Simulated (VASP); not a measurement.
# Ti4C in VASP: further runs

Runs on Ti4C. Level: PBEsol. Tasks: single point.

Everything below comes from runs of VASP 6.6.1. Logs are shortened: lines on timing, memory, paths and dates and some standing lists are left out, and cuts for length are marked.

## 1. The cell of the first run

The cell holds a slab with vacuum, 5 atoms: a = 3.210 Å, b = 3.210 Å, c = 20.107 Å, α = 90.00°, β = 90.00°, γ = 90.00°.

## 2. Single point, PBEsol

The input, INCAR:

```
SYSTEM = Ti4C
ALGO     = Normal         ! electronic algorithm
DIPOL    = 0.5 0.5 0.350
EDIFF    = 1E-6           ! SCF threshold, eV
ENCUT    = 520            ! plane-wave cutoff, eV
GGA      = PS             ! functional
IDIPOL   = 3            
ISIF     = 2              ! what is computed and relaxed
ISMEAR   = 0              ! smearing method
LASPH    = .TRUE.         ! aspherical terms in the spheres
LCHARG   = .FALSE.        ! write CHGCAR
LDIPOL   = .TRUE.       
LREAL    = .FALSE.        ! projectors in reciprocal space
LWAVE    = .FALSE.        ! write WAVECAR
NBANDS   = 34             ! bands
NELM     = 80             ! most SCF steps
PREC     = Accurate       ! precision mode
SIGMA    = 0.1            ! smearing width, eV
```

The input, KPOINTS:

```
k-points
0
G
  8 8 1
  0 0 0
```

The input, POSCAR:

```
Ti4C
1.0
    3.2102321090      0.0000000000      0.0000000000
    0.0000000000      3.2102321090      0.0000000000
    0.0000000000      0.0000000000     20.1069940753
Ti C
4 1
Direct
    0.5000000000      0.5000000000      0.1989357527
    0.0000000000      0.0000000000      0.2787644953
    0.5000000000      0.5000000000      0.3538359372
    0.0000000000      0.0000000000      0.4280597111
    0.0000000000      0.3750000000      0.4903171287
```

Potentials or basis: VASP PAW PBE potentials, release 64 (Ti_sv, C).

On the command line:

```console
cat potpaw_PBE.64/Ti_sv/POTCAR potpaw_PBE.64/C/POTCAR > POTCAR
mpirun -np 1 vasp_std > vasp.out
```

OUTCAR:

```text
SYSTEM = Ti4C
   EDIFF = 1E-6
   ENCUT = 520
   GGA = PS
   ISIF = 2
   ISMEAR = 0
   LASPH = .TRUE.
   LREAL = .FALSE.
   NELM = 80
   PREC = Accurate

 ion  position               nearest neighbor table
   1  0.500  0.500  0.199-   2 2.78   2 2.78   2 2.78   2 2.78
   2  0.000  0.000  0.279-   3 2.73   3 2.73   3 2.73   3 2.73   1 2.78   1 2.78   1 2.78   1 2.78

   3  0.500  0.500  0.354-   4 2.72   4 2.72   4 2.72   4 2.72   2 2.73   2 2.73   2 2.73   2 2.73

   4  0.000  0.000  0.428-   5 1.74   5 2.36   3 2.72   3 2.72   3 2.72   3 2.72
   5  0.000  0.375  0.490-   4 1.74   4 2.36

  LATTYP: Found a simple tetragonal cell.
 ALAT       =     3.2102321090
 C/A-ratio  =     6.2634081875

  Lattice vectors:

 A1 = (   3.2102321090,   0.0000000000,   0.0000000000)
 A2 = (   0.0000000000,   3.2102321090,   0.0000000000)
 A3 = (   0.0000000000,   0.0000000000,  20.1069940753)

Analysis of symmetry for initial positions (statically):
=====================================================================
 Subroutine PRICEL returns:
 Original cell was already a primitive cell.

 Routine SETGRP: Setting up the symmetry group for a
 simple tetragonal supercell.

 Subroutine GETGRP returns: Found  2 space group operations
 (whereof  2 operations were pure point group operations)
 out of a pool of 16 trial point group operations.

The static configuration has the point symmetry C_1h.

Analysis of symmetry for dynamics (positions and initial velocities):
=====================================================================
 Subroutine PRICEL returns:
 Original cell was already a primitive cell.

 Routine SETGRP: Setting up the symmetry group for a
 simple tetragonal supercell.

 Subroutine GETGRP returns: Found  2 space group operations
 (whereof  2 operations were pure point group operations)
 out of a pool of 16 trial point group operations.

The dynamic configuration has the point symmetry C_1h.

 Subroutine INISYM returns: Found  2 space group operations
 (whereof  2 operations are pure point group operations),
 and found     1 'primitive' translations

----------------------------------------------------------------------------------------

                                     Primitive cell

  volume of cell :     207.2144

  direct lattice vectors                    reciprocal lattice vectors
     3.210232109  0.000000000  0.000000000     0.311503955  0.000000000  0.000000000
     0.000000000  3.210232109  0.000000000     0.000000000  0.311503955  0.000000000
     0.000000000  0.000000000 20.106994075     0.000000000  0.000000000  0.049733938

  length of vectors
     3.210232109  3.210232109 20.106994075     0.311503955  0.311503955  0.049733938

  position of ions in fractional coordinates (direct lattice)
     0.500000000  0.500000000  0.198935753
     0.000000000  0.000000000  0.278764495
     0.500000000  0.500000000  0.353835937
     0.000000000  0.000000000  0.428059711
     0.000000000  0.375000000  0.490317129

  ion indices of the primitive-cell ions
   primitive index   ion index
                 1           1
                 2           2
                 3           3
                 4           4
                 5           5

----------------------------------------------------------------------------------------

 KPOINTS: k-points

Automatic generation of k-mesh.
 Grid dimensions read from file:
 generate k-points for:    8    8    1

 Generating k-lattice:

  Cartesian coordinates                     Fractional coordinates (reciprocal lattice)
     0.038937994  0.000000000  0.000000000     0.125000000  0.000000000  0.000000000
     0.000000000  0.038937994  0.000000000     0.000000000  0.125000000  0.000000000
     0.000000000  0.000000000  0.049733938     0.000000000  0.000000000  1.000000000

  Length of vectors
     0.038937994  0.038937994  0.049733938

  Shift w.r.t. Gamma in fractional coordinates (k-lattice)
     0.000000000  0.000000000  0.000000000

 Subroutine IBZKPT returns following result:
 ===========================================

 Found     25 irreducible k-points:

 Following reciprocal coordinates:
            Coordinates               Weight
  0.000000  0.000000  0.000000      1.000000
  0.125000  0.000000  0.000000      2.000000
  0.000000  0.125000  0.000000      2.000000
  0.250000  0.000000  0.000000      2.000000
  0.000000  0.250000  0.000000      2.000000
  0.375000  0.000000  0.000000      2.000000
[... 16 lines left out ...]
  0.500000  0.375000  0.000000      2.000000
 -0.375000  0.500000  0.000000      2.000000
   k-points           NKPTS =     25   k-points in BZ     NKDIM =     25   number of bands    NBANDS=     34
   number of dos      NEDOS =    301   number of ions     NIONS =      5
   total plane-waves  NPLWV =  86400
   dimension x,y,z NGX =    24 NGY =   24 NGZ =  150
   dimension x,y,z NGXF=    48 NGYF=   48 NGZF=  300
   ions per type =               4   1
   NGX,Y,Z   is equivalent  to a cutoff of  12.43, 12.43, 12.40 a.u.
   NGXF,Y,Z  is equivalent  to a cutoff of  24.86, 24.86, 24.80 a.u.
 SYSTEM =  Ti4C
   PREC   = accura    normal or accurate (medium, high low for compatibility)
   ISTART =      0    job   : 0-new  1-cont  2-samecut
   ICHARG =      2    charge: 1-file 2-atom 10-const
   ISPIN  =      1    spin polarized calculation?
   LNONCOLLINEAR =      F non collinear calculations
   LSORBIT =      F    spin-orbit coupling
   LASPH  =      T    aspherical Exc in radial PAW
   ENCUT  =  520.0 eV  38.22 Ry    6.18 a.u.   5.97  5.97 37.39*2*pi/ulx,y,z
   NELM   =     80;   NELMIN=  2; NELMDL= -5     # of ELM steps
   EDIFF  = 0.1E-05   stopping-criterion for ELM
   LREAL  =      F    real-space projection
   EDIFFG = 0.1E-04   stopping-criterion for IOM
   NSW    =      0    number of steps for IOM
   IBRION =     -1    ionic relax: 0-MD 1-quasi-New 2-CG
   NFREE  =      0    steps in history (QN), initial steepest desc. (CG)
   ISIF   =      2    stress and relaxation
   ISYM   =      2    0-nonsym 1-usesym 2-fastsym
   POTIM  = 0.5000    time-step for ionic-motion
   TEBEG  =    0.0;   TEEND  =   0.0 temperature during run
   PSTRESS=    0.0 pullay stress
   NELECT =      52.0000    total number of electrons
   NUPDOWN=      -1.0000    fix difference up-down
   EMIN   =  10.00;   EMAX   =-10.00  energy-range for DOS
   EFERMI =   0.00;   METHOD = LEGACY
   ISMEAR =     0;   SIGMA  =   0.10  broadening in eV -4-tet -1-fermi 0-gaus
   EFERMI_NEDOS =   21; number of points for ismear=-14 and -15
   IALGO  =     38    algorithm
   IMIX   =      4    mixing-type and parameters
     AMIX     =   0.40;   BMIX     =  1.00
     AMIX_MAG =   1.60;   BMIX_MAG =  1.00
  volume/ion in A,a.u.               =      41.44       279.67
  Fermi-wavevector in a.u.,A,eV,Ry     =   1.032609  1.951348 14.507641  1.066282
  Thomas-Fermi vector in A             =   2.166815
   LORBIT       =      0    0 simple, 1 ext, 2 COOP (PROOUT), +10 PAW based schemes
   GGA     = PS    functional components
   LHFCALC =     F    Hartree Fock is set to
   AEXX    =    0.0000 exact exchange contribution
   IVDW    =     0    specifies the selected vdW correction
   LEPSILON=     F    determine dielectric tensor
   LRPA    =     F    only Hartree local field effects (RPA)
 non-spin polarized calculation
 Gauss-broadening in eV      SIGMA  =   0.10
  energy-cutoff  :      520.00
  volume of cell :      207.21
 maximum number of plane-waves:      5638
   NGX = 11   NGY = 11   NGZ = 75

 dipolmoment           0.000000      0.000000     -0.022954 electrons x Angstroem

 number of electron      51.9999995 magnetization

 dipolmoment           0.000000      0.000000      0.194854 electrons x Angstroem

 Free energy of the ion-electron system (eV)
  ---------------------------------------------------
  ext. energy  EPLUGINS =         0.00000000
  ---------------------------------------------------
  free energy    TOTEN  =       -37.06759014 eV

  energy without entropy =      -37.02721176  energy(sigma->0) =      -37.04740095

 E-fermi :  -0.3928     XC(G=0):  -5.1902

 val. band max:       -0.3964504257   @ k =   0.2500   0.1250   0.0000
 cond. band min:      -0.3859964983   @ k =  -0.1250   0.3750   0.0000
 fundamental gap:      0.0104539274
 Fermi energy:        -0.3928363500

 k-point     1 :       0.0000    0.0000    0.0000
  band No.  band energies     occupation
      1     -57.1725      2.00000
      2     -56.4660      2.00000
      3     -56.2747      2.00000
      4     -55.8967      2.00000
      5     -33.6373      2.00000
      6     -33.4302      2.00000
[... 26 lines left out ...]
     33       1.5576      0.00000
     34       1.8746      0.00000

 k-point     2 :       0.1250    0.0000    0.0000
  band No.  band energies     occupation
      1     -57.1700      2.00000
      2     -56.4572      2.00000
      3     -56.2783      2.00000
      4     -55.8972      2.00000
      5     -33.6394      2.00000
      6     -33.4332      2.00000
[... 26 lines left out ...]
     33       1.6010      0.00000
     34       1.9720      0.00000

 k-point     3 :       0.0000    0.1250    0.0000
  band No.  band energies     occupation
      1     -57.1700      2.00000
      2     -56.4572      2.00000
      3     -56.2783      2.00000
      4     -55.8970      2.00000
      5     -33.6394      2.00000
      6     -33.4549      2.00000
[... 26 lines left out ...]
     33       1.5044      0.00000
     34       1.8802      0.00000

 k-point     4 :       0.2500    0.0000    0.0000
  band No.  band energies     occupation
      1     -57.1638      2.00000
      2     -56.4335      2.00000
      3     -56.2894      2.00000
      4     -55.8985      2.00000
      5     -33.6456      2.00000
      6     -33.4909      2.00000
[... 26 lines left out ...]
     33       1.4450      0.00000
     34       1.7827      0.00000

 k-point     5 :       0.0000    0.2500    0.0000
  band No.  band energies     occupation
      1     -57.1637      2.00000
      2     -56.4335      2.00000
      3     -56.2894      2.00000
      4     -55.8975      2.00000
      5     -33.6457      2.00000
      6     -33.5122      2.00000
[... 621 lines left out ...]
 k-point    22 :       0.3750    0.3750    0.0000
  band No.  band energies     occupation
      1     -57.1465      2.00000
      2     -56.3787      2.00000
      3     -56.3077      2.00000
      4     -55.8889      2.00000
      5     -33.6164      2.00000
      6     -33.5526      2.00000
[... 26 lines left out ...]
     33       1.5920      0.00000
     34       2.3735      0.00000

 k-point    23 :       0.5000    0.3750    0.0000
  band No.  band energies     occupation
      1     -57.1446      2.00000
      2     -56.3740      2.00000
      3     -56.3083      2.00000
      4     -55.8873      2.00000
      5     -33.6099      2.00000
      6     -33.5574      2.00000
[... 26 lines left out ...]
     33       1.6694      0.00000
     34       2.5740      0.00000

 k-point    24 :      -0.3750    0.5000    0.0000
  band No.  band energies     occupation
      1     -57.1446      2.00000
      2     -56.3740      2.00000
      3     -56.3083      2.00000
      4     -55.8870      2.00000
      5     -33.6086      2.00000
      6     -33.5782      2.00000
[... 26 lines left out ...]
     33       1.6671      0.00000
     34       2.4997      0.00000

 [... further k-points ...]

------------------------ aborting loop because EDIFF is reached ----------------------------------------

 vacuum level on the upper side and lower side of the slab       (xc-potential included)         1.650        -1.778

  FORCE on cell =-STRESS in cart. coord.  units (eV):
  Direction    XX          YY          ZZ          XY          YZ          ZX
  --------------------------------------------------------------------------------------
  -------------------------------------------------------------------------------------
  Total       -0.7479394      0.2515698     -0.4066406      0.0000000      4.2732669      0.0000000
  in kB       -5.7830507      1.9451322     -3.1441359      0.0000000     33.0408024      0.0000000
  external PRESSURE =      -2.3273515 kB  Pullay stress =       0.0000000 kB

 VOLUME and BASIS-vectors are now :
 -----------------------------------------------------------------------------
  energy-cutoff  :      520.00
  volume of cell :      207.21
      direct lattice vectors                 reciprocal lattice vectors
     3.210232109  0.000000000  0.000000000     0.311503955  0.000000000  0.000000000
     0.000000000  3.210232109  0.000000000     0.000000000  0.311503955  0.000000000
     0.000000000  0.000000000 20.106994075     0.000000000  0.000000000  0.049733938

 POSITION                                       TOTAL-FORCE (eV/Angst)
 -----------------------------------------------------------------------------------
      1.60512      1.60512      4.00000         0.000000     -0.089034      0.570333
      0.00000      0.00000      5.60512         0.000000      0.134708     -0.548792
      1.60512      1.60512      7.11458         0.000000      0.199585     -0.342702
      0.00000      0.00000      8.60699         0.000000     -3.892462      0.262417
      0.00000      1.20384      9.85880         0.000000      3.647203      0.058744
 -----------------------------------------------------------------------------------
    total drift:                                0.000000     -0.000071      0.000053

  FREE ENERGIE OF THE ION-ELECTRON SYSTEM (eV)
  ---------------------------------------------------
  free  energy   TOTEN  =       -37.0675901430 eV

  energy  without entropy=      -37.0272117594  energy(sigma->0) =      -37.04740095

 vacuum level on the upper side and lower side of the slab         6.326         2.822
```

Run time: 3.1 min. Hardware: 1 thread of AMD EPYC 9R45 (Zen 5), shared host; peak memory 0.33 GiB.

What came out:

* Free energy: -37.0676 eV
* Largest force: 3.901 eV/Å
* Band gap on the k mesh: zero (band 26 reaches 0.07 eV, above the bottom of band 27 at -0.58 eV)

Forces on the atoms (eV/Å):
```
Ti   0.000 -0.089  0.570
Ti   0.000  0.135 -0.549
Ti   0.000  0.200 -0.343
Ti   0.000 -3.892  0.262
C    0.000  3.647  0.059
```

Levels at points of the mesh, in eV from the Fermi level:
| k point | band 24 | band 25 | band 26 | band 27 | band 28 | band 29 |
| --- | --- | --- | --- | --- | --- | --- |
| (0.00, 0.00, 0.00) | -0.57 | 0.22 | 0.46 | 0.50 | 0.98 | 1.00 |
| (0.50, 0.00, 0.00) | -0.44 | -0.16 | 0.07 | 0.22 | 0.51 | 1.11 |
| (0.00, 0.50, 0.00) | -0.28 | -0.17 | -0.12 | 0.28 | 0.34 | 0.94 |
| (0.50, 0.50, 0.00) | -0.55 | -0.37 | -0.15 | 0.10 | 0.22 | 0.84 |

Caveat: the PAW data sets were made with another functional, which shifts forces and pressure a little.

## 3. Single point, PBEsol

The input, INCAR:

```
SYSTEM = Ti4C
  PREC = Accurate
  ENCUT = 520
  EDIFF = 1E-6
  ISMEAR = 0
  SIGMA = 0.1
  LREAL = .FALSE.
  LASPH = .TRUE.
  NELM = 80
  ALGO = Normal
  ISIF = 2
  LWAVE = .FALSE.
  LCHARG = .TRUE.
  LDIPOL = .TRUE.
  IDIPOL = 3
  DIPOL = 0.5 0.5 0.346
  GGA = PS
  LELF = .TRUE.
  LVHAR = .TRUE.
  LVACPOTAV = .TRUE.
  NBANDS = 34
```

The input, KPOINTS:

```
regular mesh
0
G
  8 8 1
  0 0 0
```

Edit POSCAR of step 2 so:

```diff
@@ -12,2 +12,2 @@
     0.0000000000      0.0000000000      0.4280597111
-    0.0000000000      0.3750000000      0.4903171287
+    0.1250000000      0.5000000000      0.4686262213
```

Potentials or basis: VASP PAW PBE potentials, release 64 (Ti_sv, C).

On the command line:

```console
cat potpaw_PBE.64/Ti_sv/POTCAR potpaw_PBE.64/C/POTCAR > POTCAR
mpirun -np 1 vasp_std > vasp.out
```

Run time: 3.5 min. Hardware: 1 thread of AMD EPYC 9R45 (Zen 5), shared host; peak memory 0.33 GiB.

The run converged. Its results:

| Quantity | Value |
| --- | --- |
| Free energy | -38.6046 eV |
| Largest force | 2.381 eV/Å |
| Band gap on the k mesh | zero (band 26 reaches -0.04 eV, above the bottom of band 27 at -0.47 eV) |

Forces in eV/Å, atoms in the order of the input:
```
Ti  -0.113  0.000  0.471
Ti   0.113  0.000 -0.860
Ti  -0.025  0.000  0.071
Ti  -2.355  0.000  0.300
C    2.381  0.000  0.018
```

Levels at points of the mesh, in eV from the Fermi level:
```csv
k point,band 22,band 23,band 24,band 25,band 26,band 27,band 28,band 29,band 30,band 31
"(0.00, 0.00, 0.00)",-1.74,-1.32,-1.22,0.19,0.22,0.99,1.01,1.14,1.21,1.35
"(0.50, 0.00, 0.00)",-1.54,-1.36,-0.46,-0.17,0.09,0.17,0.45,0.98,1.32,1.62
"(0.00, 0.50, 0.00)",-0.92,-0.50,-0.27,-0.08,0.03,0.15,0.78,0.83,0.97,1.32
"(0.50, 0.50, 0.00)",-0.97,-0.67,-0.54,-0.52,-0.37,0.03,0.29,1.92,2.10,2.15
```

Caveat: the PAW data sets were made with another functional, which shifts forces and pressure a little.

## 4. Single point, PBEsol

The input, INCAR:

```
SYSTEM = Ti4C
PREC     = Accurate       ! precision mode
ENCUT    = 520            ! plane-wave cutoff, eV
EDIFF    = 1E-7           ! SCF threshold, eV
ISMEAR   = 0              ! smearing method
SIGMA    = 0.1            ! smearing width, eV
LREAL    = .FALSE.        ! projectors in reciprocal space
LASPH    = .TRUE.         ! aspherical terms in the spheres
NELM     = 60             ! most SCF steps
ALGO     = Normal         ! electronic algorithm
ISIF     = 2              ! what is computed and relaxed
LWAVE    = .FALSE.        ! write WAVECAR
LCHARG   = .FALSE.        ! write CHGCAR
LDIPOL   = .TRUE.       
IDIPOL   = 3            
DIPOL    = 0.5 0.5 0.341
GGA      = PS             ! functional
NBANDS   = 34             ! bands
```

KPOINTS is that of step 3.

Edit POSCAR of step 3 so:

```diff
@@ -12,2 +12,2 @@
     0.0000000000      0.0000000000      0.4280597111
-    0.1250000000      0.5000000000      0.4686262213
+    0.3750000000      0.5000000000      0.4473279131
```

On the command line:

```console
cat potpaw_PBE.64/Ti_sv/POTCAR potpaw_PBE.64/C/POTCAR > POTCAR
mpirun -np 1 vasp_std > vasp.out
```

Wall time 3.3 min (1 thread of AMD EPYC 9R45 (Zen 5), shared host); peak memory 0.33 GiB.

It converged, with:

* Free energy: -40.7614 eV
* Largest force: 2.646 eV/Å
* Band gap on the k mesh: zero (band 26 reaches 0.49 eV, above the bottom of band 27 at -0.02 eV)

Forces in eV/Å, atoms in the order of the input:
```
Ti  -0.037  0.000  0.263
Ti  -0.062  0.000 -0.851
Ti   0.602  0.000 -1.891
Ti  -0.954  0.000  2.467
C    0.451  0.000  0.012
```

Levels at points of the mesh, in eV from the Fermi level:
| k point | band 22 | band 23 | band 24 | band 25 | band 26 | band 27 | band 28 | band 29 | band 30 | band 31 |
| --- | --- | --- | --- | --- | --- | --- | --- | --- | --- | --- |
| (0.00, 0.00, 0.00) | -1.56 | -1.38 | -1.06 | 0.15 | 0.20 | 0.99 | 1.00 | 1.02 | 1.06 | 1.29 |
| (0.50, 0.00, 0.00) | -1.88 | -0.88 | -0.48 | -0.21 | 0.14 | 0.17 | 0.37 | 0.88 | 1.29 | 2.04 |
| (0.00, 0.50, 0.00) | -1.81 | -0.82 | -0.47 | -0.21 | 0.13 | 0.24 | 0.38 | 0.87 | 1.30 | 2.07 |
| (0.50, 0.50, 0.00) | -1.21 | -0.87 | -0.65 | -0.54 | -0.25 | 0.04 | 0.06 | 1.16 | 2.13 | 2.18 |

Caveat: the PAW data sets were made with another functional, which shifts forces and pressure a little.
